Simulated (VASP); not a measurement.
# HCl (Fmmm) in VASP: single point with LDA

Aim: the single point of HCl with LDA.

All numbers are computed with VASP 6.6.1; they aren't measurements. Logs are shortened: lines on timing, memory, paths and dates and some standing lists are left out, and cuts for length are marked.

### 1 The cell of the first run

It takes space group Fmmm (No. 69, orthorhombic). The conventional cell has a = 5.156 Å, b = 5.350 Å, c = 5.710 Å, α = 90.00°, β = 90.00°, γ = 90.00°. Within 3.4 Å of H (site symmetry mmm) lie 6 Cl at 2.58 to 2.85 Å. Cl (site symmetry mmm) has 6 H at 2.58 to 2.85 Å within 3.4 Å.

### 2 Single point, LDA (strain +0.0250 x Voigt [1, 0, 0, 0, 0, 0])

Input file INCAR:

```
  PREC = Accurate
  ENCUT = 520
  EDIFF = 1E-7
  ISMEAR = 0
  SIGMA = 0.15
  LREAL = False
  LASPH = True
  NELM = 100
  ALGO = Normal
  ISIF = 2
  LWAVE = False
  LCHARG = False
  NBANDS = 11
```

Input file KPOINTS:

```
regular mesh
0
Gamma
  16 16 16
```

Input file POSCAR:

```
HCl
1.0
    0.0000000000      2.6750000000      2.8550000000
    2.5778750000      0.0000000000      2.8550000000
    2.5778750000      2.6750000000      0.0000000000
H Cl
1 1
Direct
    0.0000000000      0.0000000000      0.0000000000
    0.5000000000      0.5000000000      0.5000000000
```

Potentials or basis: VASP PAW LDA potentials, release 64 (H, Cl).

On the command line:

```console
> cat potpaw_LDA.64/H/POTCAR potpaw_LDA.64/Cl/POTCAR > POTCAR
> mpirun -np 1 vasp_std > vasp.out
```

OUTCAR:

```text
PREC = Accurate
   ENCUT = 520
   EDIFF = 1E-7
   ISMEAR = 0
   LREAL = False
   LASPH = True
   NELM = 100
   ISIF = 2

 ion  position               nearest neighbor table
   1  0.000  0.000  0.000-
   2  0.500  0.500  0.500-

  LATTYP: Found a face centered orthorhombic cell.
 ALAT       =     5.1557500000
 B/A-ratio  =     1.0376763807
 C/A-ratio  =     1.1075013335

  Lattice vectors:

 A1 = (   0.0000000000,   2.6750000000,   2.8550000000)
 A2 = (   2.5778750000,   0.0000000000,   2.8550000000)
 A3 = (   2.5778750000,   2.6750000000,   0.0000000000)

Analysis of symmetry for initial positions (statically):
=====================================================================
 Subroutine PRICEL returns:
 Original cell was already a primitive cell.

 Routine SETGRP: Setting up the symmetry group for a
 face centered orthorhombic supercell.

 Subroutine GETGRP returns: Found  8 space group operations
 (whereof  8 operations were pure point group operations)
 out of a pool of  8 trial point group operations.

The static configuration has the point symmetry D_2h.

Analysis of symmetry for dynamics (positions and initial velocities):
=====================================================================
 Subroutine PRICEL returns:
 Original cell was already a primitive cell.

 Routine SETGRP: Setting up the symmetry group for a
 face centered orthorhombic supercell.

 Subroutine GETGRP returns: Found  8 space group operations
 (whereof  8 operations were pure point group operations)
 out of a pool of  8 trial point group operations.

The dynamic configuration has the point symmetry D_2h.

 Subroutine INISYM returns: Found  8 space group operations
 (whereof  8 operations are pure point group operations),
 and found     1 'primitive' translations

----------------------------------------------------------------------------------------

                                     Primitive cell

  volume of cell :      39.3751

  direct lattice vectors                    reciprocal lattice vectors
     0.000000000  2.675000000  2.855000000    -0.193958202  0.186915888  0.175131349
     2.577875000  0.000000000  2.855000000     0.193958202 -0.186915888  0.175131349
     2.577875000  2.675000000  0.000000000     0.193958202  0.186915888 -0.175131349

  length of vectors
     3.912371404  3.846617282  3.714978400     0.321291647  0.321291647  0.321291647

  position of ions in fractional coordinates (direct lattice)
     0.000000000  0.000000000  0.000000000
     0.500000000  0.500000000  0.500000000

  ion indices of the primitive-cell ions
   primitive index   ion index
                 1           1
                 2           2

----------------------------------------------------------------------------------------

 KPOINTS: regular mesh

Automatic generation of k-mesh.
 Grid dimensions read from file:
 generate k-points for:   16   16   16

 Generating k-lattice:

  Cartesian coordinates                     Fractional coordinates (reciprocal lattice)
    -0.012122388  0.011682243  0.010945709     0.062500000  0.000000000  0.000000000
     0.012122388 -0.011682243  0.010945709     0.000000000  0.062500000  0.000000000
     0.012122388  0.011682243 -0.010945709     0.000000000  0.000000000  0.062500000

  Length of vectors
     0.020080728  0.020080728  0.020080728

  Shift w.r.t. Gamma in fractional coordinates (k-lattice)
     0.000000000  0.000000000  0.000000000

 Subroutine IBZKPT returns following result:
 ===========================================

 Found    621 irreducible k-points:

 Following reciprocal coordinates:
            Coordinates               Weight
  0.000000  0.000000  0.000000      1.000000
  0.062500 -0.000000  0.000000      8.000000
  0.125000 -0.000000  0.000000      8.000000
  0.187500  0.000000  0.000000      8.000000
  0.250000 -0.000000  0.000000      8.000000
  0.312500 -0.000000  0.000000      8.000000
[... 16 lines left out ...]
 -0.125000  0.062500  0.000000      8.000000
 -0.062500  0.062500  0.000000      4.000000
 [... further k-points ...]
   k-points           NKPTS =    621   k-points in BZ     NKDIM =    621   number of bands    NBANDS=     11
   number of dos      NEDOS =    301   number of ions     NIONS =      2
   total plane-waves  NPLWV =  25200
   dimension x,y,z NGX =    30 NGY =   30 NGZ =   28
   dimension x,y,z NGXF=    60 NGYF=   60 NGZF=   56
   ions per type =               1   1
   NGX,Y,Z   is equivalent  to a cutoff of  12.75, 12.97, 12.53 a.u.
   NGXF,Y,Z  is equivalent  to a cutoff of  25.50, 25.93, 25.06 a.u.
 SYSTEM =  unknown system
   PREC   = accura    normal or accurate (medium, high low for compatibility)
   ISTART =      0    job   : 0-new  1-cont  2-samecut
   ICHARG =      2    charge: 1-file 2-atom 10-const
   ISPIN  =      1    spin polarized calculation?
   LNONCOLLINEAR =      F non collinear calculations
   LSORBIT =      F    spin-orbit coupling
   LASPH  =      T    aspherical Exc in radial PAW
   ENCUT  =  520.0 eV  38.22 Ry    6.18 a.u.   7.27  7.15  6.91*2*pi/ulx,y,z
   NELM   =    100;   NELMIN=  2; NELMDL= -5     # of ELM steps
   EDIFF  = 0.1E-06   stopping-criterion for ELM
   LREAL  =      F    real-space projection
   EDIFFG = 0.1E-05   stopping-criterion for IOM
   NSW    =      0    number of steps for IOM
   IBRION =     -1    ionic relax: 0-MD 1-quasi-New 2-CG
   NFREE  =      0    steps in history (QN), initial steepest desc. (CG)
   ISIF   =      2    stress and relaxation
   ISYM   =      2    0-nonsym 1-usesym 2-fastsym
   POTIM  = 0.5000    time-step for ionic-motion
   TEBEG  =    0.0;   TEEND  =   0.0 temperature during run
   PSTRESS=    0.0 pullay stress
   NELECT =       8.0000    total number of electrons
   NUPDOWN=      -1.0000    fix difference up-down
   EMIN   =  10.00;   EMAX   =-10.00  energy-range for DOS
   EFERMI =   0.00;   METHOD = LEGACY
   ISMEAR =     0;   SIGMA  =   0.15  broadening in eV -4-tet -1-fermi 0-gaus
   EFERMI_NEDOS =   21; number of points for ismear=-14 and -15
   IALGO  =     38    algorithm
   IMIX   =      4    mixing-type and parameters
     AMIX     =   0.40;   BMIX     =  1.00
     AMIX_MAG =   1.60;   BMIX_MAG =  1.00
  volume/ion in A,a.u.               =      19.69       132.86
  Fermi-wavevector in a.u.,A,eV,Ry     =   0.962419  1.818708 12.602404  0.926251
  Thomas-Fermi vector in A             =   2.091876
   LORBIT       =      0    0 simple, 1 ext, 2 COOP (PROOUT), +10 PAW based schemes
   GGA     = CA    functional components
   LHFCALC =     F    Hartree Fock is set to
   AEXX    =    0.0000 exact exchange contribution
   IVDW    =     0    specifies the selected vdW correction
   LEPSILON=     F    determine dielectric tensor
   LRPA    =     F    only Hartree local field effects (RPA)
 non-spin polarized calculation
 Gauss-broadening in eV      SIGMA  =   0.15
  energy-cutoff  :      520.00
  volume of cell :       39.38
 maximum number of plane-waves:      1078
 NGX is ok and might be reduce to    30
   NGX = 15   NGY = 15   NGZ = 13

 number of electron       8.0000001 magnetization

 Free energy of the ion-electron system (eV)
  ---------------------------------------------------
  ext. energy  EPLUGINS =         0.00000000
  ---------------------------------------------------
  free energy    TOTEN  =        -3.66475459 eV

  energy without entropy =       -3.66203202  energy(sigma->0) =       -3.66339330

 E-fermi :  -1.9980     XC(G=0):  -8.2048

 val. band max:       -2.0294952227   @ k =   0.4375   0.0000   0.4375
 cond. band min:      -1.9963989919   @ k =   0.0000   0.4375   0.4375
 fundamental gap:      0.0330962307
 Fermi energy:        -1.9979622845

 k-point     1 :       0.0000    0.0000    0.0000
  band No.  band energies     occupation
      1     -15.2153      2.00000
      2      -2.2458      1.98053
      3      -2.1818      1.91689
      4      -2.1421      1.82578
      5      -2.0703      1.50495
      6       9.1185      0.00000
      7       9.9785      0.00000
      8      10.4925      0.00000
      9      10.7637      0.00000
     10      12.5517      0.00000
     11      13.5123      0.00000

 k-point     2 :       0.0625   -0.0000    0.0000
  band No.  band energies     occupation
      1     -15.1996      2.00000
      2      -2.7521      2.00000
      3      -2.1962      1.93838
      4      -2.1051      1.68739
      5      -1.6225      0.00040
      6       9.0066      0.00000
      7       9.9525      0.00000
      8      10.4068      0.00000
      9      10.7334      0.00000
     10      12.2159      0.00000
     11      13.1301      0.00000

 k-point     3 :       0.1250   -0.0000    0.0000
  band No.  band energies     occupation
      1     -15.1544      2.00000
      2      -3.3176      2.00000
      3      -2.2070      1.95123
      4      -2.1416      1.82437
      5      -1.1114      0.00000
      6       8.5669      0.00000
      7       9.8758      0.00000
      8      10.2970      0.00000
      9      10.8027      0.00000
     10      11.8216      0.00000
     11      12.4744      0.00000

 k-point     4 :       0.1875    0.0000    0.0000
  band No.  band energies     occupation
      1     -15.0850      2.00000
      2      -3.8594      2.00000
      3      -2.2234      1.96645
      4      -2.1950      1.93681
      5      -0.6516      0.00000
      6       7.8705      0.00000
      7       9.8270      0.00000
      8      10.2034      0.00000
      9      10.7499      0.00000
     10      11.8700      0.00000
     11      12.1723      0.00000
[... 239 lines left out ...]
 k-point    22 :      -0.1875    0.0625    0.0000
  band No.  band energies     occupation
      1     -15.0386      2.00000
      2      -4.1673      2.00000
      3      -2.2680      1.98912
      4      -2.1939      1.93524
      5      -0.3665      0.00000
      6       7.7267      0.00000
      7       9.3447      0.00000
      8      10.4011      0.00000
      9      10.6241      0.00000
     10      11.6731      0.00000
     11      12.5359      0.00000

 k-point    23 :      -0.1250    0.0625    0.0000
  band No.  band energies     occupation
      1     -15.1147      2.00000
      2      -3.6878      2.00000
      3      -2.1908      1.93102
      4      -2.1812      1.91600
      5      -0.7747      0.00000
      6       8.4639      0.00000
      7       9.5147      0.00000
      8      10.3114      0.00000
      9      10.9043      0.00000
     10      11.5903      0.00000
     11      12.2239      0.00000

 k-point    24 :      -0.0625    0.0625    0.0000
  band No.  band energies     occupation
      1     -15.1707      2.00000
      2      -3.1933      2.00000
      3      -2.1816      1.91667
      4      -2.1229      1.76135
      5      -1.2243      0.00000
      6       8.9391      0.00000
      7       9.8872      0.00000
      8      10.1563      0.00000
      9      10.7845      0.00000
     10      12.0033      0.00000
     11      12.4608      0.00000

 [... further k-points ...]
[... 5 lines left out ...]
  --------------------------------------------------------------------------------------
  -------------------------------------------------------------------------------------
  Total       -3.7822350     -2.9524828     -1.9258110     -0.0000000      0.0000000      0.0000000
  in kB     -153.8995486   -120.1368416    -78.3614552     -0.0000000      0.0000000      0.0000000
  external PRESSURE =    -117.4659484 kB  Pullay stress =       0.0000000 kB

 VOLUME and BASIS-vectors are now :
 -----------------------------------------------------------------------------
  energy-cutoff  :      520.00
  volume of cell :       39.38
      direct lattice vectors                 reciprocal lattice vectors
     0.000000000  2.675000000  2.855000000    -0.193958202  0.186915888  0.175131349
     2.577875000  0.000000000  2.855000000     0.193958202 -0.186915888  0.175131349
     2.577875000  2.675000000  0.000000000     0.193958202  0.186915888 -0.175131349

 POSITION                                       TOTAL-FORCE (eV/Angst)
 -----------------------------------------------------------------------------------
      0.00000      0.00000      0.00000         0.000000      0.000000     -0.000000
      2.57788      2.67500      2.85500         0.000000      0.000000      0.000000
 -----------------------------------------------------------------------------------
    total drift:                                0.000000     -0.000000      0.000000

  FREE ENERGIE OF THE ION-ELECTRON SYSTEM (eV)
  ---------------------------------------------------
  free  energy   TOTEN  =        -3.6647545858 eV

  energy  without entropy=       -3.6620320182  energy(sigma->0) =       -3.66339330
```

Run time: 3 min. Hardware: 1 thread of AMD EPYC 7R13 (Zen 3), shared host; peak memory 0.3 GiB.

Results:

- Free energy: -3.6648 eV
- Pressure: -11.7 GPa
- Band gap on the k mesh: zero (bands 4 and 5 overlap by 0.18 eV)

Levels at points of the mesh, in eV from the Fermi level:
```tsv
k point	band 1	band 2	band 3	band 4	band 5	band 6	band 7	band 8	band 9
(0.00, 0.00, 0.00)	-13.22	-0.25	-0.18	-0.14	-0.07	11.12	11.98	12.49	12.76
(0.50, 0.00, 0.00)	-12.77	-3.37	-0.42	-0.29	2.52	7.63	10.63	11.37	14.11
(0.50, 0.50, 0.00)	-12.74	-2.04	-0.83	-0.65	-0.15	9.34	11.44	15.09	15.18
(0.50, 0.00, 0.50)	-12.63	-2.08	-1.12	-0.63	-0.24	9.12	12.15	14.18	14.73
(0.00, 0.50, 0.50)	-12.59	-2.09	-1.10	-0.79	-0.27	8.93	12.59	14.17	14.92
```

Caveat: the cell differs from its parent crystal (strain +0.0250 x Voigt [1, 0, 0, 0, 0, 0]); the cell stands under tension.
